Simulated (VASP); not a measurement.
# Ca (Fm-3m) in VASP: a series of runs

The runs below take Ca through single point, relaxation of volume and atoms at fixed shape, with PBEsol.

Program: VASP 6.6.1. These are calculated values, not measurements. Logs are shortened: lines on timing, memory, paths and dates and some standing lists are left out, and cuts for length are marked.

## (1) The cell of the first run

It takes space group Fm-3m (No. 225, cubic). Conventional cell: a = 5.468 Å, b = 5.468 Å, c = 5.468 Å, α = 90.00°, β = 90.00°, γ = 90.00°. Ca (site symmetry m-3m) has 12 Ca at 3.87 Å within 5.1 Å.

## (2) Single point, PBEsol

INCAR reads:

```
SYSTEM = Ca
PREC = Accurate
ENCUT = 520
EDIFF = 1E-6
ISMEAR = 1
SIGMA = 0.05
LREAL = .FALSE.
LASPH = .TRUE.
NELM = 100
ALGO = Normal
ISIF = 2
LWAVE = .FALSE.
LCHARG = .FALSE.
GGA = PS
NBANDS = 28
```

KPOINTS reads:

```
regular mesh
0
G
  4 4 4
  0 0 0
```

POSCAR reads:

```
Ca
1.0
    5.4677071121      0.0000000000      0.0000000000
    0.0000000000      5.4677071121      0.0000000000
    0.0000000000      0.0000000000      5.4677071121
Ca
4
Direct
    0.0000000000      0.0000000000      0.0000000000
    0.0000000000      0.5000000000      0.5000000000
    0.5000000000      0.0000000000      0.5000000000
    0.5000000000      0.5000000000      0.0000000000
```

Potentials or basis: VASP PAW PBE potentials, release 64 (Ca_sv).

Run with:

```sh
$ cat potpaw_PBE.64/Ca_sv/POTCAR > POTCAR
$ mpirun -np 1 vasp_std > vasp.out
```

OUTCAR:

```text
SYSTEM = Ca
   PREC = Accurate
   ENCUT = 520
   EDIFF = 1E-6
   ISMEAR = 1
   LREAL = .FALSE.
   LASPH = .TRUE.
   NELM = 100
   ISIF = 2
   GGA = PS

 ion  position               nearest neighbor table
   1  0.000  0.000  0.000-
   2  0.000  0.500  0.500-
   3  0.500  0.000  0.500-
   4  0.500  0.500  0.000-

  LATTYP: Found a simple cubic cell.
 ALAT       =     5.4677071121

  Lattice vectors:

 A1 = (   5.4677071121,   0.0000000000,   0.0000000000)
 A2 = (   0.0000000000,   5.4677071121,   0.0000000000)
 A3 = (   0.0000000000,   0.0000000000,   5.4677071121)

Analysis of symmetry for initial positions (statically):
=====================================================================
 Subroutine PRICEL returns following result:

  LATTYP: Found a face centered cubic cell.
 ALAT       =     5.4677071121

  Lattice vectors:

 A1 = (   2.7338535561,  -2.7338535561,   0.0000000000)
 A2 = (   2.7338535561,   0.0000000000,   2.7338535561)
 A3 = (   0.0000000000,  -2.7338535561,   2.7338535561)

   4 primitive cells build up your supercell.

 Routine SETGRP: Setting up the symmetry group for a
 simple cubic supercell.

 Subroutine GETGRP returns: Found 48 space group operations
 (whereof 48 operations were pure point group operations)
 out of a pool of 48 trial point group operations.

The static configuration has the point symmetry O_h .

Analysis of symmetry for dynamics (positions and initial velocities):
=====================================================================
 Subroutine PRICEL returns following result:

  LATTYP: Found a face centered cubic cell.
 ALAT       =     5.4677071121

  Lattice vectors:

 A1 = (   2.7338535561,  -2.7338535561,   0.0000000000)
 A2 = (   2.7338535561,   0.0000000000,   2.7338535561)
 A3 = (   0.0000000000,  -2.7338535561,   2.7338535561)

   4 primitive cells build up your supercell.

 Routine SETGRP: Setting up the symmetry group for a
 simple cubic supercell.

 Subroutine GETGRP returns: Found 48 space group operations
 (whereof 48 operations were pure point group operations)
 out of a pool of 48 trial point group operations.

The dynamic configuration has the point symmetry O_h .

 Subroutine INISYM returns: Found 48 space group operations
 (whereof 48 operations are pure point group operations),
 and found     4 'primitive' translations

----------------------------------------------------------------------------------------

                                     Primitive cell

  volume of cell :      40.8654

  direct lattice vectors                    reciprocal lattice vectors
     2.733853556 -2.733853556  0.000000000     0.182892020 -0.182892020 -0.182892020
     2.733853556  0.000000000  2.733853556     0.182892020  0.182892020  0.182892020
     0.000000000 -2.733853556  2.733853556    -0.182892020 -0.182892020  0.182892020

  length of vectors
     3.866252777  3.866252777  3.866252777     0.316778271  0.316778271  0.316778271

  position of ions in fractional coordinates (direct lattice)
     0.000000000  0.000000000  0.000000000

  ion indices of the primitive-cell ions
   primitive index   ion index
                 1           1

----------------------------------------------------------------------------------------

 KPOINTS: regular mesh

Automatic generation of k-mesh.
 Grid dimensions read from file:
 generate k-points for:    4    4    4

 Generating k-lattice:

  Cartesian coordinates                     Fractional coordinates (reciprocal lattice)
     0.045723005  0.000000000  0.000000000     0.250000000  0.000000000  0.000000000
     0.000000000  0.045723005  0.000000000     0.000000000  0.250000000  0.000000000
     0.000000000  0.000000000  0.045723005     0.000000000  0.000000000  0.250000000

  Length of vectors
     0.045723005  0.045723005  0.045723005

  Shift w.r.t. Gamma in fractional coordinates (k-lattice)
     0.000000000  0.000000000  0.000000000

 Subroutine IBZKPT returns following result:
 ===========================================

 Found     10 irreducible k-points:

 Following reciprocal coordinates:
            Coordinates               Weight
  0.000000  0.000000  0.000000      1.000000
  0.250000  0.000000  0.000000      6.000000
  0.500000  0.000000  0.000000      3.000000
  0.250000  0.250000  0.000000     12.000000
  0.500000  0.250000  0.000000     12.000000
  0.500000  0.500000  0.000000      3.000000
  0.250000  0.250000  0.250000      8.000000
  0.500000  0.250000  0.250000     12.000000
  0.500000  0.500000  0.250000      6.000000
  0.500000  0.500000  0.500000      1.000000
   k-points           NKPTS =     10   k-points in BZ     NKDIM =     10   number of bands    NBANDS=     28
   number of dos      NEDOS =    301   number of ions     NIONS =      4
   total plane-waves  NPLWV =  74088
   dimension x,y,z NGX =    42 NGY =   42 NGZ =   42
   dimension x,y,z NGXF=    84 NGYF=   84 NGZF=   84
   ions per type =               4
   NGX,Y,Z   is equivalent  to a cutoff of  12.77, 12.77, 12.77 a.u.
   NGXF,Y,Z  is equivalent  to a cutoff of  25.54, 25.54, 25.54 a.u.
 SYSTEM =  Ca
   PREC   = accura    normal or accurate (medium, high low for compatibility)
   ISTART =      0    job   : 0-new  1-cont  2-samecut
   ICHARG =      2    charge: 1-file 2-atom 10-const
   ISPIN  =      1    spin polarized calculation?
   LNONCOLLINEAR =      F non collinear calculations
   LSORBIT =      F    spin-orbit coupling
   LASPH  =      T    aspherical Exc in radial PAW
   ENCUT  =  520.0 eV  38.22 Ry    6.18 a.u.  10.17 10.17 10.17*2*pi/ulx,y,z
   NELM   =    100;   NELMIN=  2; NELMDL= -5     # of ELM steps
   EDIFF  = 0.1E-05   stopping-criterion for ELM
   LREAL  =      F    real-space projection
   EDIFFG = 0.1E-04   stopping-criterion for IOM
   NSW    =      0    number of steps for IOM
   IBRION =     -1    ionic relax: 0-MD 1-quasi-New 2-CG
   NFREE  =      0    steps in history (QN), initial steepest desc. (CG)
   ISIF   =      2    stress and relaxation
   ISYM   =      2    0-nonsym 1-usesym 2-fastsym
   POTIM  = 0.5000    time-step for ionic-motion
   TEBEG  =    0.0;   TEEND  =   0.0 temperature during run
   PSTRESS=    0.0 pullay stress
   NELECT =      40.0000    total number of electrons
   NUPDOWN=      -1.0000    fix difference up-down
   EMIN   =  10.00;   EMAX   =-10.00  energy-range for DOS
   EFERMI =   0.00;   METHOD = LEGACY
   ISMEAR =     1;   SIGMA  =   0.05  broadening in eV -4-tet -1-fermi 0-gaus
   EFERMI_NEDOS =   21; number of points for ismear=-14 and -15
   IALGO  =     38    algorithm
   IMIX   =      4    mixing-type and parameters
     AMIX     =   0.40;   BMIX     =  1.00
     AMIX_MAG =   1.60;   BMIX_MAG =  1.00
  volume/ion in A,a.u.               =      40.87       275.77
  Fermi-wavevector in a.u.,A,eV,Ry     =   1.023976  1.935033 14.266061  1.048526
  Thomas-Fermi vector in A             =   2.157738
   LORBIT       =      0    0 simple, 1 ext, 2 COOP (PROOUT), +10 PAW based schemes
   GGA     = PS    functional components
   LHFCALC =     F    Hartree Fock is set to
   AEXX    =    0.0000 exact exchange contribution
   IVDW    =     0    specifies the selected vdW correction
   LEPSILON=     F    determine dielectric tensor
   LRPA    =     F    only Hartree local field effects (RPA)
 non-spin polarized calculation
 Methfessel and Paxton  Order N= 1 SIGMA  =   0.05
  energy-cutoff  :      520.00
  volume of cell :      163.46
 maximum number of plane-waves:      4436
 NGX is ok and might be reduce to    42
   NGX = 21   NGY = 21   NGZ = 21

 number of electron      40.0000017 magnetization

 Free energy of the ion-electron system (eV)
  ---------------------------------------------------
  ext. energy  EPLUGINS =         0.00000000
  ---------------------------------------------------
  free energy    TOTEN  =        -8.55261179 eV

  energy without entropy =       -8.54895200  energy(sigma->0) =       -8.55139186

 E-fermi :   1.9524     XC(G=0):  -7.9147

 val. band max:        1.9468260785   @ k =   0.5000   0.2500   0.2500
 cond. band min:       2.0235056098   @ k =   0.2500   0.2500   0.0000
 fundamental gap:      0.0766795313
 Fermi energy:         1.9523827214

 k-point     1 :       0.0000    0.0000    0.0000
  band No.  band energies     occupation
      1     -39.7559      2.00000
      2     -39.7344      2.00000
      3     -39.7344      2.00000
      4     -39.7344      2.00000
      5     -20.8918      2.00000
      6     -20.8918      2.00000
[... 20 lines left out ...]
     27       4.3823      0.00000
     28       4.3823      0.00000

 k-point     2 :       0.2500    0.0000    0.0000
  band No.  band energies     occupation
      1     -39.7528      2.00000
      2     -39.7375      2.00000
      3     -39.7344      2.00000
      4     -39.7344      2.00000
      5     -20.8785      2.00000
      6     -20.8785      2.00000
[... 20 lines left out ...]
     27       4.0257      0.00000
     28       4.5312      0.00000

 k-point     3 :       0.5000    0.0000    0.0000
  band No.  band energies     occupation
      1     -39.7452      2.00000
      2     -39.7452      2.00000
      3     -39.7344      2.00000
      4     -39.7344      2.00000
      5     -20.8463      2.00000
      6     -20.8463      2.00000
[... 20 lines left out ...]
     27       4.2700      0.00000
     28       4.2704      0.00000

 k-point     4 :       0.2500    0.2500    0.0000
  band No.  band energies     occupation
      1     -39.7501      2.00000
      2     -39.7371      2.00000
      3     -39.7371      2.00000
      4     -39.7348      2.00000
      5     -20.8680      2.00000
      6     -20.8680      2.00000
[... 144 lines left out ...]
     27       4.1380      0.00000
     28       4.1381      0.00000

 k-point     9 :       0.5000    0.5000    0.2500
  band No.  band energies     occupation
      1     -39.7397      2.00000
      2     -39.7397      2.00000
      3     -39.7397      2.00000
      4     -39.7397      2.00000
      5     -20.8838      2.00000
      6     -20.8838      2.00000
[... 20 lines left out ...]
     27       3.9886      0.00000
     28       3.9886      0.00000

 k-point    10 :       0.5000    0.5000    0.5000
  band No.  band energies     occupation
      1     -39.7397      2.00000
      2     -39.7397      2.00000
      3     -39.7397      2.00000
      4     -39.7397      2.00000
      5     -20.9011      2.00000
      6     -20.9011      2.00000
[... 20 lines left out ...]
     27       4.2653      0.00000
     28       4.2653      0.00000

------------------------ aborting loop because EDIFF is reached ----------------------------------------

  FORCE on cell =-STRESS in cart. coord.  units (eV):
  Direction    XX          YY          ZZ          XY          YZ          ZX
  --------------------------------------------------------------------------------------
  -------------------------------------------------------------------------------------
  Total        0.0659438      0.0659438      0.0659438      0.0000000      0.0000000     -0.0000000
  in kB        0.6463520      0.6463520      0.6463520      0.0000000      0.0000000     -0.0000000
  external PRESSURE =       0.6463520 kB  Pullay stress =       0.0000000 kB

 VOLUME and BASIS-vectors are now :
 -----------------------------------------------------------------------------
  energy-cutoff  :      520.00
  volume of cell :      163.46
      direct lattice vectors                 reciprocal lattice vectors
     5.467707112  0.000000000  0.000000000     0.182892020  0.000000000  0.000000000
     0.000000000  5.467707112  0.000000000     0.000000000  0.182892020  0.000000000
     0.000000000  0.000000000  5.467707112     0.000000000  0.000000000  0.182892020

 POSITION                                       TOTAL-FORCE (eV/Angst)
 -----------------------------------------------------------------------------------
      0.00000      0.00000      0.00000        -0.000000     -0.000000     -0.000000
      0.00000      2.73385      2.73385         0.000000      0.000000     -0.000000
      2.73385      0.00000      2.73385        -0.000000      0.000000     -0.000000
      2.73385      2.73385      0.00000         0.000000     -0.000000      0.000000
 -----------------------------------------------------------------------------------
    total drift:                                0.000000     -0.000000     -0.000000

  FREE ENERGIE OF THE ION-ELECTRON SYSTEM (eV)
  ---------------------------------------------------
  free  energy   TOTEN  =        -8.5526117871 eV

  energy  without entropy=       -8.5489520005  energy(sigma->0) =       -8.55139186
```

Wall time 50 s (1 thread of Intel Xeon Platinum 8375C at 2.90GHz (Ice Lake), shared host); peak memory 0.25 GiB.

Results:

- Free energy: -8.5526 eV
- Pressure: 0.1 GPa
- Band gap on the k mesh: zero (band 20 reaches 2.19 eV, above the bottom of band 21 at 1.88 eV)

Levels at points of the mesh, in eV from the Fermi level:
| k point | band 18 | band 19 | band 20 | band 21 | band 22 | band 23 |
| --- | --- | --- | --- | --- | --- | --- |
| (0.00, 0.00, 0.00) | -0.43 | -0.43 | -0.43 | 0.61 | 0.61 | 0.61 |
| (0.50, 0.00, 0.00) | -2.65 | 0.24 | 0.24 | 0.76 | 0.76 | 0.76 |
| (0.50, 0.50, 0.00) | -1.47 | -1.47 | -1.47 | 1.04 | 1.04 | 1.04 |
| (0.50, 0.50, 0.50) | -0.95 | -0.95 | -0.95 | -0.07 | -0.07 | -0.07 |

Caveat: the PAW data sets were made with another functional, which shifts forces and pressure a little.

(Continued in part 2 of 2.)
